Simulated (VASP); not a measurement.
Input of a VASP 6.6.1 run:

File POSCAR:

```
Cu
1.0
    2.4646344268      0.0000000000      0.0000000000
   -1.2323167271      2.1344356573      0.0000000000
    0.0000000000      0.0000000000      3.9998406016
Cu
2
Direct
    0.3333333333      0.6666666667      0.2500000000
    0.6666666667      0.3333333333      0.7500000000
```

INCAR.step1

```
SYSTEM = Cu
PREC = Accurate
ENCUT = 520
ISMEAR = 1
SIGMA = 0.05
LREAL = .FALSE.
LASPH = .TRUE.
NELM = 80
NBANDS = 18
GGA = PE
ALGO = Normal
EDIFF = 1E-4
LWAVE = .TRUE.
LCHARG = .FALSE.
```

INCAR.step2

```
SYSTEM = Cu
PREC = Accurate
ENCUT = 520
EDIFF = 1E-7
ISMEAR = 1
SIGMA = 0.05
LREAL = .FALSE.
LASPH = .TRUE.
NELM = 80
ALGO = Normal
ISIF = 2
LWAVE = .FALSE.
LCHARG = .FALSE.
METAGGA = R2SCAN
LMIXTAU = .TRUE.
NBANDS = 18
ISTART = 1
```

KPOINTS

```
regular mesh
0
G
  13 13 7
  0 0 0
```

Potentials or basis: VASP PAW PBE potentials, release 64 (Cu).

Command:

```console
$ cat potpaw_PBE.64/Cu/POTCAR > POTCAR
$ cp INCAR.step1 INCAR
$ mpirun -np 1 vasp_std > vasp.out
$ cp INCAR.step2 INCAR
$ mpirun -np 1 vasp_std > vasp.out
```

Estimate the pressure.

17.6 GPa.

What does it give for the band gap on the k mesh?

Zero (band 11 reaches 12.31 eV, above the bottom of band 12 at 6.75 eV).

Stress tensor (GPa, compression positive):
```
16.03  0.00  0.00
 0.00 16.03  0.00
 0.00  0.00 20.78
```

Caveat: the PAW data sets were made with another functional, which shifts forces and pressure a little.
